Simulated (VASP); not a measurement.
# SiNi2: single point with PBEsol

SiNi2:

```
Si Ni
1.0
     3.97343    0.00000    0.00000
    -1.98671    3.44109    0.00000
     0.00000    0.00000    5.12670
Si Ni
2 4
Cartesian
  0.0000 2.2941 3.8450
  1.9867 1.1470 1.2817
  0.0000 0.0000 0.0000
  0.0000 0.0000 2.5634
  0.0000 2.2941 1.2817
  1.9867 1.1470 3.8450
```

This cell differs from its parent crystal: volume scaled by 1.10, then relaxed in part.

```yaml
Program: VASP 6.6.1
Task: single point
Functional: PBEsol
Potentials_or_basis: VASP PAW PBE potentials, release 64 (Si, Ni)
Cutoff: 520 eV
k_mesh: 12 × 12 × 8
Occupations: gaussian, width 0.1 eV
Spin: no spin polarisation
```

The pressure is -16.8 GPa. The band gap on the k mesh is zero (band 24 reaches 12.45 eV, above the bottom of band 25 at 9.45 eV).

Stress tensor (GPa, compression positive):
```
-16.74   0.00   0.00
  0.00 -16.74   0.00
  0.00   0.00 -16.92
```

Levels at points of the mesh, in eV from the Fermi level:
| k point | band 21 | band 22 | band 23 | band 24 | band 25 | band 26 | band 27 | band 28 |
| --- | --- | --- | --- | --- | --- | --- | --- | --- |
| (0.00, 0.00, 0.00) | -0.56 | -0.56 | 0.07 | 2.43 | 2.68 | 2.68 | 2.72 | 2.72 |
| (0.50, 0.00, 0.00) | -1.24 | -1.09 | -0.90 | -0.62 | -0.52 | 0.88 | 1.71 | 2.77 |
| (0.00, 0.00, 0.50) | -1.12 | -1.12 | 1.79 | 1.79 | 3.11 | 3.11 | 3.11 | 3.11 |
| (0.50, 0.00, 0.50) | -1.14 | -1.14 | -0.84 | -0.84 | 0.89 | 0.89 | 2.64 | 2.64 |

It took 6.1 min on 1 thread of AMD EPYC 7R13, with other jobs on the host, peak memory 0.27 GiB.

Caveat: the PAW data sets were made with another functional, which shifts forces and pressure a little. Spin polarisation is off, so any magnetic state and its effect on volume and gap are missing.
